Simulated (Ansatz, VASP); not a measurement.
# TiO2 in VASP and in Ansatz

Contents of INCAR:

```
  PREC = Accurate
  ENCUT = 520
  EDIFF = 1E-7
  ISMEAR = -1
  SIGMA = 0.05
  LREAL = F
  LASPH = T
  NELM = 150
  ALGO = Normal
  ISIF = 2
  LWAVE = F
  LCHARG = F
  ISPIN = 2
  MAGMOM = 1 1 0 0 0 0
  LORBIT = 11
  LMAXMIX = 4
  LDAU = T
  LDAUTYPE = 2
  LDAUL = 2 -1
  LDAUU = 6.3 0
  LDAUJ = 0 0
  LDAUPRINT = 1
  GGA = PE
  NBANDS = 37
```

The input KPOINTS:

```
regular mesh
0
Gamma
  5 5 7
```

The input POSCAR:

```
TiO2
1.0
    4.6030000000      0.0000000000      0.0000000000
    0.0000000000      4.6030000000      0.0000000000
    0.0000000000      0.0000000000      2.9660000000
Ti O
2 4
Direct
    0.0000000000      0.0000000000      0.0000000000
    0.5000000000      0.5000000000      0.5000000000
    0.3045000000      0.3045000000      0.0000000000
    0.1955000000      0.8045000000      0.5000000000
    0.6955000000      0.6955000000      0.0000000000
    0.8045000000      0.1955000000      0.5000000000
```

Input for Ansatz:

```yaml
crystal:
  lattice:
    - [4.603, 0.0, 0.0]
    - [0.0, 4.603, 0.0]
    - [0.0, 0.0, 2.966]
  atoms:
    - { symbol: Ti, position: [0.0, 0.0, 0.0], spin: 1.0 }
    - { symbol: Ti, position: [0.5, 0.5, 0.5], spin: 1.0 }
    - { symbol: O, position: [0.3045, 0.3045, 0.0] }
    - { symbol: O, position: [0.1955, 0.8045, 0.5] }
    - { symbol: O, position: [0.6955, 0.6955, 0.0] }
    - { symbol: O, position: [0.8045, 0.1955, 0.5] }
magnetization:
  spin_polarized: true
hamiltonian:
  xc: pbe
  pseudopotentials: { kind: paw }
  hubbard: { sites: [{ species: Ti, l: d, u_eff: 6.3 }] }
basis:
  ecutwfc: 420
kpoints:
  mp_grid: { grid: [5, 5, 7] }
scf:
  occupations: { method: fermi_dirac, width: 0.05 }
  lower_state_search: "off"
output:
  forces: true
  stress: true
```

Alike in both runs: task single point; functional PBE; k mesh 5 × 5 × 7; occupations fermi-dirac, width 0.05 eV; collinear spin; Hubbard terms Ti d U = 6.3 eV.

```csv
,VASP,Ansatz
version,VASP 6.6.1,Ansatz 0.2.0
potentials or method,"VASP PAW PBE potentials, release 64 (Ti_sv, O), cutoff 520 eV","PAW, plane waves, scalar-relativistic"
valence electrons in the cell,48,48
```

Ansatz gave:

| Property | Result |
| --- | --- |
| pressure (GPa) | 9.3 |
| traceless stress, the component that is largest in VASP (GPa) | 4.01 |
| rms of the force components (eV/Å) | 0.003 |
| net moment per atom (μB) | 0.00 |

Task: Which values does VASP return?

Result: Pressure (GPa): 15.7; traceless stress, the component that is largest in VASP (GPa): 4.52; rms of the force components (eV/Å): 0.098; net moment per atom (μB): 0.00.

The programs project onto different local orbitals, so the same U acts differently, and such runs can settle in different states. Atom by atom the forces differ by 0.101 eV/Å (rms over components). Ansatz's warnings: seeded moment not kept.
